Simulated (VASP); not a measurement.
Write the native input for VASP 6.6.1 that does the following.

```
Task                   : single point
Functional             : PBE
Potentials or basis    : VASP PAW PBE potentials, release 64 (Pt, H)
Cutoff                 : 520 eV
k mesh                 : 5 × 5 × 1
Occupations            : gaussian, width 0.1 eV
Spin                   : no spin polarisation
Dipole correction      : yes
Further INCAR settings : ALGO = Normal; EDIFF = 1e-07; NBANDS = 74
```

The structure of HPt6 lies in POSCAR:

```
HPt6
1.0
    5.6143281343      0.0000000000      0.0000000000
    0.0000000000      5.6143281343      0.0000000000
    0.0000000000      0.0000000000     21.8513792319
Pt H
12 2
Direct
    0.2500000000      0.2500000000      0.1830548066
    0.2500000000      0.7500000000      0.1830548066
    0.7500000000      0.2500000000      0.1830548066
    0.7500000000      0.7500000000      0.1830548066
    0.0000000000      0.0000000000      0.2712126041
    0.0000000000      0.5000000000      0.2712126041
    0.5000000000      0.0000000000      0.2712126041
    0.5000000000      0.5000000000      0.2712126041
    0.2500000000      0.2500000000      0.3593081768
    0.2500000000      0.7500000000      0.3593081768
    0.7500000000      0.2500000000      0.3593081768
    0.7500000000      0.7500000000      0.3593081768
   -0.1051773224      0.0000000000      0.4238349961
    0.1051773224      0.0000000000      0.4238349961
```

These files were run (other wordings do the same):

INCAR

```
SYSTEM = HPt6
  ALGO = Normal
  DIPOL = 0.5 0.5 0.293
  EDIFF = 1E-7
  ENCUT = 520
  GGA = PE
  IDIPOL = 3
  ISIF = 2
  ISMEAR = 0
  LASPH = .TRUE.
  LCHARG = .FALSE.
  LDIPOL = .TRUE.
  LREAL = .FALSE.
  LWAVE = .FALSE.
  NBANDS = 74
  NELM = 100
  PREC = Accurate
  SIGMA = 0.1
```

KPOINTS

```
k-points
0
G
  5 5 1
  0 0 0
```

Potentials or basis: VASP PAW PBE potentials, release 64 (Pt, H).

Command:

```console
$ cat potpaw_PBE.64/Pt/POTCAR potpaw_PBE.64/H/POTCAR > POTCAR
$ mpirun -np 1 vasp_std > vasp.out
```

Results of the run:

The largest force is 0.987 eV/Å and the band gap on the k mesh is zero (band 61 reaches -0.86 eV, above the bottom of band 62 at -1.16 eV).

Caveat: spin-orbit coupling is left out, which moves the levels of the heavy elements.

Wall time 16 min on 1 thread of Oxide Virtual Turin-like Processor, on a shared host, peak memory 0.75 GiB.
